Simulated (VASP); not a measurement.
Input of a VASP 6.6.1 run:

The input INCAR:

```
PREC     = Accurate       # precision mode
ENCUT    = 520            # plane-wave cutoff, eV
EDIFF    = 1E-6           # SCF threshold, eV
ISMEAR   = -1             # smearing method
SIGMA    = 0.1            # smearing width, eV
LREAL    = F              # projectors in reciprocal space
LASPH    = T              # aspherical terms in the spheres
NELM     = 150            # most SCF steps
ALGO     = Normal         # electronic algorithm
ISIF     = 2              # what is computed and relaxed
LWAVE    = F              # write WAVECAR
LCHARG   = F              # write CHGCAR
MAGMOM   = 0 0 0 0 0 0    # initial moments
LORBIT   = 11             # projections on sites
LSORBIT  = T              # spin-orbit coupling
GGA_COMPAT= F            
LORBMOM  = T            
LMAXMIX  = 4              # l up to which the mixer works
GGA      = RP             # functional
NBANDS   = 36             # bands
```

Contents of KPOINTS:

```
Automatic mesh
0
Gamma
  11 11 6
```

POSCAR

```
Zr
1.0
    3.2599357124      0.0000000000      0.0000000000
   -1.6299678562      2.8231871417      0.0000000000
    0.0000000000      0.0000000000      5.2095910046
Zr
2
Direct
    0.3333333333      0.6666666667      0.2500000000
    0.6666666667      0.3333333333      0.7500000000
```

Potentials or basis: VASP PAW PBE potentials, release 64 (Zr_sv).

The run is started by

```bash
$ cat potpaw_PBE.64/Zr_sv/POTCAR > POTCAR
$ mpirun -np 1 vasp_ncl > vasp.out
```

Question: Predict the pressure.

Answer: 0.0 GPa.

Question: Predict the net moment.

Answer: 0.00 μB per cell.

Moments on the atoms (μB; x, y, z):
```
Zr  0.00 0.00 0.00
Zr  0.00 0.00 0.00
```

Caveat: the PAW data sets were made with another functional, which shifts forces and pressure a little.
